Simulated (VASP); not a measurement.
# ZrMo3 (Pm-3n) in VASP: single point with PBEsol

Aim: the single point of ZrMo3 with PBEsol.

All numbers are computed with VASP 6.6.1; they aren't measurements. Logs are shortened: lines on timing, memory, paths and dates and some standing lists are left out, and cuts for length are marked.

**1. The cell of the first run**

It takes space group Pm-3n (No. 223, cubic). The conventional cell has a = 5.206 Å, b = 5.206 Å, c = 5.206 Å, α = 90.00°, β = 90.00°, γ = 90.00°. Within 3.8 Å of Zr (site symmetry m-3) lie 12 Mo at 2.91 Å. Within 3.4 Å of Mo (site symmetry -4m2) lie 10 Mo at 2.60 to 3.19 Å and 4 Zr at 2.91 Å.

**2. Single point, PBEsol**

File INCAR:

```
SYSTEM = ZrMo3
  PREC = Accurate
  ENCUT = 520
  EDIFF = 1E-7
  ISMEAR = 1
  SIGMA = 0.15
  LREAL = .FALSE.
  LASPH = .TRUE.
  NELM = 60
  ALGO = Normal
  ISIF = 2
  LWAVE = .FALSE.
  LCHARG = .FALSE.
  GGA = PS
  NBANDS = 64
```

File KPOINTS:

```
regular mesh
0
G
  5 5 5
  0 0 0
```

File POSCAR:

```
ZrMo3
1.0
    5.2060600000      0.0000000000      0.0000000000
    0.0000000000      5.2060600000      0.0000000000
    0.0000000000      0.0000000000      5.2060600000
Zr Mo
2 6
Direct
    0.5000000000      0.5000000000      0.5000000000
    0.0000000000      0.0000000000      0.0000000000
    0.0000000000      0.5000000000      0.2500000000
    0.0000000000      0.5000000000      0.7500000000
    0.5000000000      0.7500000000      0.0000000000
    0.5000000000      0.2500000000      0.0000000000
    0.7500000000      0.0000000000      0.5000000000
    0.2500000000      0.0000000000      0.5000000000
```

Potentials or basis: VASP PAW PBE potentials, release 64 (Zr_sv, Mo_sv).

Started as:

```bash
cat potpaw_PBE.64/Zr_sv/POTCAR potpaw_PBE.64/Mo_sv/POTCAR > POTCAR
mpirun -np 1 vasp_std > vasp.out
```

OUTCAR:

```text
SYSTEM = ZrMo3
   PREC = Accurate
   ENCUT = 520
   EDIFF = 1E-7
   ISMEAR = 1
   LREAL = .FALSE.
   LASPH = .TRUE.
   NELM = 60
   ISIF = 2
   GGA = PS

 ion  position               nearest neighbor table
   1  0.500  0.500  0.500-   3 2.91   4 2.91   5 2.91   6 2.91   7 2.91   8 2.91   5 2.91   6 2.91
                             7 2.91   8 2.91   3 2.91   4 2.91
   2  0.000  0.000  0.000-   3 2.91   4 2.91   5 2.91   6 2.91   7 2.91   8 2.91   7 2.91   8 2.91
                             3 2.91   4 2.91   5 2.91   6 2.91
   3  0.000  0.500  0.250-   4 2.60   4 2.60   1 2.91   2 2.91   2 2.91   1 2.91   8 3.19   5 3.19
                             6 3.19   7 3.19   8 3.19   7 3.19   5 3.19   6 3.19
   4  0.000  0.500  0.750-   3 2.60   3 2.60   1 2.91   2 2.91   2 2.91   1 2.91   8 3.19   5 3.19
                             6 3.19   7 3.19   8 3.19   7 3.19   5 3.19   6 3.19
   5  0.500  0.750  0.000-   6 2.60   6 2.60   1 2.91   1 2.91   2 2.91   2 2.91   8 3.19   4 3.19
                             7 3.19   8 3.19   3 3.19   7 3.19   3 3.19   4 3.19
   6  0.500  0.250  0.000-   5 2.60   5 2.60   1 2.91   1 2.91   2 2.91   2 2.91   8 3.19   4 3.19
                             7 3.19   8 3.19   3 3.19   7 3.19   3 3.19   4 3.19
   7  0.750  0.000  0.500-   8 2.60   8 2.60   1 2.91   2 2.91   1 2.91   2 2.91   3 3.19   4 3.19
                             5 3.19   6 3.19   5 3.19   3 3.19   4 3.19   6 3.19
   8  0.250  0.000  0.500-   7 2.60   7 2.60   1 2.91   2 2.91   1 2.91   2 2.91   3 3.19   4 3.19
                             5 3.19   6 3.19   5 3.19   3 3.19   4 3.19   6 3.19

  LATTYP: Found a simple cubic cell.
 ALAT       =     5.2060600000

  Lattice vectors:

 A1 = (   5.2060600000,   0.0000000000,   0.0000000000)
 A2 = (   0.0000000000,   5.2060600000,   0.0000000000)
 A3 = (   0.0000000000,   0.0000000000,   5.2060600000)

Analysis of symmetry for initial positions (statically):
=====================================================================
 Subroutine PRICEL returns:
 Original cell was already a primitive cell.

 Routine SETGRP: Setting up the symmetry group for a
 simple cubic supercell.

 Subroutine GETGRP returns: Found 48 space group operations
 (whereof 24 operations were pure point group operations)
 out of a pool of 48 trial point group operations.

The static configuration has the point symmetry T_h .
 The point group associated with its full space group is O_h .

Analysis of symmetry for dynamics (positions and initial velocities):
=====================================================================
 Subroutine PRICEL returns:
 Original cell was already a primitive cell.

 Routine SETGRP: Setting up the symmetry group for a
 simple cubic supercell.

 Subroutine GETGRP returns: Found 48 space group operations
 (whereof 24 operations were pure point group operations)
 out of a pool of 48 trial point group operations.

The dynamic configuration has the point symmetry T_h .
 The point group associated with its full space group is O_h .

 Subroutine INISYM returns: Found 48 space group operations
 (whereof 24 operations are pure point group operations),
 and found     1 'primitive' translations

----------------------------------------------------------------------------------------

                                     Primitive cell

  volume of cell :     141.1002

  direct lattice vectors                    reciprocal lattice vectors
     5.206060000  0.000000000  0.000000000     0.192083841  0.000000000  0.000000000
     0.000000000  5.206060000  0.000000000     0.000000000  0.192083841  0.000000000
     0.000000000  0.000000000  5.206060000     0.000000000  0.000000000  0.192083841

  length of vectors
     5.206060000  5.206060000  5.206060000     0.192083841  0.192083841  0.192083841

  position of ions in fractional coordinates (direct lattice)
     0.500000000  0.500000000  0.500000000
     0.000000000  0.000000000  0.000000000
     0.000000000  0.500000000  0.250000000
     0.000000000  0.500000000  0.750000000
     0.500000000  0.750000000  0.000000000
     0.500000000  0.250000000  0.000000000
     0.750000000  0.000000000  0.500000000
     0.250000000  0.000000000  0.500000000

  ion indices of the primitive-cell ions
   primitive index   ion index
                 1           1
                 2           2
                 3           3
                 4           4
                 5           5
                 6           6
                 7           7
                 8           8

----------------------------------------------------------------------------------------

 KPOINTS: regular mesh

Automatic generation of k-mesh.
 Grid dimensions read from file:
 generate k-points for:    5    5    5

 Generating k-lattice:

  Cartesian coordinates                     Fractional coordinates (reciprocal lattice)
     0.038416768  0.000000000  0.000000000     0.200000000  0.000000000  0.000000000
     0.000000000  0.038416768  0.000000000     0.000000000  0.200000000  0.000000000
     0.000000000  0.000000000  0.038416768     0.000000000  0.000000000  0.200000000

  Length of vectors
     0.038416768  0.038416768  0.038416768

  Shift w.r.t. Gamma in fractional coordinates (k-lattice)
     0.000000000  0.000000000  0.000000000

 Subroutine IBZKPT returns following result:
 ===========================================

 Found     10 irreducible k-points:

 Following reciprocal coordinates:
            Coordinates               Weight
  0.000000  0.000000  0.000000      1.000000
  0.200000  0.000000  0.000000      6.000000
  0.400000  0.000000  0.000000      6.000000
  0.200000  0.200000  0.000000     12.000000
  0.400000  0.200000  0.000000     24.000000
  0.400000  0.400000  0.000000     12.000000
  0.200000  0.200000  0.200000      8.000000
  0.400000  0.200000  0.200000     24.000000
  0.400000  0.400000  0.200000     24.000000
  0.400000  0.400000  0.400000      8.000000
   k-points           NKPTS =     10   k-points in BZ     NKDIM =     10   number of bands    NBANDS=     64
   number of dos      NEDOS =    301   number of ions     NIONS =      8
   total plane-waves  NPLWV =  64000
   dimension x,y,z NGX =    40 NGY =   40 NGZ =   40
   dimension x,y,z NGXF=    80 NGYF=   80 NGZF=   80
   ions per type =               2   6
   NGX,Y,Z   is equivalent  to a cutoff of  12.77, 12.77, 12.77 a.u.
   NGXF,Y,Z  is equivalent  to a cutoff of  25.55, 25.55, 25.55 a.u.
 SYSTEM =  ZrMo3
   PREC   = accura    normal or accurate (medium, high low for compatibility)
   ISTART =      0    job   : 0-new  1-cont  2-samecut
   ICHARG =      2    charge: 1-file 2-atom 10-const
   ISPIN  =      1    spin polarized calculation?
   LNONCOLLINEAR =      F non collinear calculations
   LSORBIT =      F    spin-orbit coupling
   LASPH  =      T    aspherical Exc in radial PAW
   ENCUT  =  520.0 eV  38.22 Ry    6.18 a.u.   9.68  9.68  9.68*2*pi/ulx,y,z
   NELM   =     60;   NELMIN=  2; NELMDL= -5     # of ELM steps
   EDIFF  = 0.1E-06   stopping-criterion for ELM
   LREAL  =      F    real-space projection
   EDIFFG = 0.1E-05   stopping-criterion for IOM
   NSW    =      0    number of steps for IOM
   IBRION =     -1    ionic relax: 0-MD 1-quasi-New 2-CG
   NFREE  =      0    steps in history (QN), initial steepest desc. (CG)
   ISIF   =      2    stress and relaxation
   ISYM   =      2    0-nonsym 1-usesym 2-fastsym
   POTIM  = 0.5000    time-step for ionic-motion
   TEBEG  =    0.0;   TEEND  =   0.0 temperature during run
   PSTRESS=    0.0 pullay stress
   NELECT =     108.0000    total number of electrons
   NUPDOWN=      -1.0000    fix difference up-down
   EMIN   =  10.00;   EMAX   =-10.00  energy-range for DOS
   EFERMI =   0.00;   METHOD = LEGACY
   ISMEAR =     1;   SIGMA  =   0.15  broadening in eV -4-tet -1-fermi 0-gaus
   EFERMI_NEDOS =   21; number of points for ismear=-14 and -15
   IALGO  =     38    algorithm
   IMIX   =      4    mixing-type and parameters
     AMIX     =   0.40;   BMIX     =  1.00
     AMIX_MAG =   1.60;   BMIX_MAG =  1.00
  volume/ion in A,a.u.               =      17.64       119.02
  Fermi-wavevector in a.u.,A,eV,Ry     =   1.497523  2.829909 30.512098  2.242576
  Thomas-Fermi vector in A             =   2.609400
   LORBIT       =      0    0 simple, 1 ext, 2 COOP (PROOUT), +10 PAW based schemes
   GGA     = PS    functional components
   LHFCALC =     F    Hartree Fock is set to
   AEXX    =    0.0000 exact exchange contribution
   IVDW    =     0    specifies the selected vdW correction
   LEPSILON=     F    determine dielectric tensor
   LRPA    =     F    only Hartree local field effects (RPA)
 non-spin polarized calculation
 Methfessel and Paxton  Order N= 1 SIGMA  =   0.15
  energy-cutoff  :      520.00
  volume of cell :      141.10
 maximum number of plane-waves:      3815
 NGX is ok and might be reduce to    40
   NGX = 19   NGY = 19   NGZ = 19

 number of electron     107.9999977 magnetization

 Free energy of the ion-electron system (eV)
  ---------------------------------------------------
  ext. energy  EPLUGINS =         0.00000000
  ---------------------------------------------------
  free energy    TOTEN  =       -86.80719727 eV

  energy without entropy =      -86.80363729  energy(sigma->0) =      -86.80601061

 E-fermi :  10.7158     XC(G=0): -12.7598

 val. band max:       10.6695526802   @ k =   0.2000   0.2000   0.2000
 cond. band min:      10.7205404652   @ k =   0.4000   0.0000   0.0000
 fundamental gap:      0.0509877850
 Fermi energy:        10.7158470551

 k-point     1 :       0.0000    0.0000    0.0000
  band No.  band energies     occupation
      1     -49.9600      2.00000
      2     -49.9081      2.00000
      3     -49.9081      2.00000
      4     -49.7342      2.00000
      5     -49.7342      2.00000
      6     -49.7342      2.00000
[... 56 lines left out ...]
     63      12.4747     -0.00000
     64      12.9108     -0.00000

 k-point     2 :       0.2000    0.0000    0.0000
  band No.  band energies     occupation
      1     -49.9516      2.00000
      2     -49.9117      2.00000
      3     -49.8952      2.00000
      4     -49.7525      2.00000
      5     -49.7342      2.00000
      6     -49.7342      2.00000
[... 592 lines left out ...]
     63      12.8501     -0.00000
     64      13.0339     -0.00000

------------------------ aborting loop because EDIFF is reached ----------------------------------------

  FORCE on cell =-STRESS in cart. coord.  units (eV):
  Direction    XX          YY          ZZ          XY          YZ          ZX
  --------------------------------------------------------------------------------------
  -------------------------------------------------------------------------------------
  Total       -6.9458172     -6.9458172     -6.9458172      0.0000000     -0.0000000     -0.0000000
  in kB      -78.8690168    -78.8690168    -78.8690168      0.0000000     -0.0000000     -0.0000000
  external PRESSURE =     -78.8690168 kB  Pullay stress =       0.0000000 kB

 VOLUME and BASIS-vectors are now :
 -----------------------------------------------------------------------------
  energy-cutoff  :      520.00
  volume of cell :      141.10
      direct lattice vectors                 reciprocal lattice vectors
     5.206060000  0.000000000  0.000000000     0.192083841  0.000000000  0.000000000
     0.000000000  5.206060000  0.000000000     0.000000000  0.192083841  0.000000000
     0.000000000  0.000000000  5.206060000     0.000000000  0.000000000  0.192083841

 POSITION                                       TOTAL-FORCE (eV/Angst)
 -----------------------------------------------------------------------------------
      2.60303      2.60303      2.60303         0.000000      0.000000     -0.000000
      0.00000      0.00000      0.00000         0.000000      0.000000     -0.000000
      0.00000      2.60303      1.30151        -0.000000      0.000000     -0.000000
      0.00000      2.60303      3.90454         0.000000      0.000000      0.000000
      2.60303      3.90454      0.00000        -0.000000      0.000000      0.000000
      2.60303      1.30151      0.00000        -0.000000     -0.000000      0.000000
      3.90454      0.00000      2.60303        -0.000000     -0.000000     -0.000000
      1.30151      0.00000      2.60303         0.000000     -0.000000      0.000000
 -----------------------------------------------------------------------------------
    total drift:                                0.000000     -0.000000      0.000000

  FREE ENERGIE OF THE ION-ELECTRON SYSTEM (eV)
  ---------------------------------------------------
  free  energy   TOTEN  =       -86.8071972736 eV

  energy  without entropy=      -86.8036372922  energy(sigma->0) =      -86.80601061
```

Wall time 84 s (1 thread of AMD EPYC 7R13 (Zen 3), shared host); peak memory 0.23 GiB.

What came out:

| Property | Result |
| --- | --- |
| Free energy | -86.8072 eV |
| Pressure | -7.9 GPa |
| Band gap on the k mesh | zero (band 54 reaches 10.76 eV, above the bottom of band 55 at 10.59 eV) |

Levels at points of the mesh, in eV from the Fermi level:
| k point | band 51 | band 52 | band 53 | band 54 | band 55 | band 56 | band 57 | band 58 |
| --- | --- | --- | --- | --- | --- | --- | --- | --- |
| (0.00, 0.00, 0.00) | -0.64 | -0.64 | -0.34 | -0.34 | 1.08 | 1.08 | 1.08 | 1.21 |

Caveat: the PAW data sets were made with another functional, which shifts forces and pressure a little.
